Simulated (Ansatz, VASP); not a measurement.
## RbBr: VASP beside Ansatz

```
Rb Br
1.0
     0.00000    3.50797    3.50797
     3.50797    0.00000    3.50797
     3.50797    3.50797    0.00000
Rb Br
1 1
Direct
  0.00000 0.00000 0.00000
  0.50000 0.50000 0.50000
```

Alike in both runs: task relaxation of cell and atoms; functional PBE; k mesh 6 × 6 × 6; occupations gaussian, width 0.02 eV; no spin polarisation.

|  | VASP | Ansatz |
| --- | --- | --- |
| version | VASP 6.6.1 | Ansatz 0.2.0 |
| potentials or method | VASP PAW PBE potentials, release 64 (Rb_sv, Br), cutoff 600 eV | scalar-relativistic, plane waves, PAW |
| valence electrons in the cell | 16 | 16 |

```csv
,VASP,Ansatz,Ansatz less VASP
"gap on the k mesh at the Fermi level, each at its own relaxed structure (eV)",4.19,4.19,+0.002
relaxed volume (Å³/atom),43.17,43.17,0.000
relaxed length of the cell vector where the two differ most in proportion (Å),4.961,4.961,0.0000
```

Noted on VASP's run: the relaxation stopped at its first step, so nothing moved.
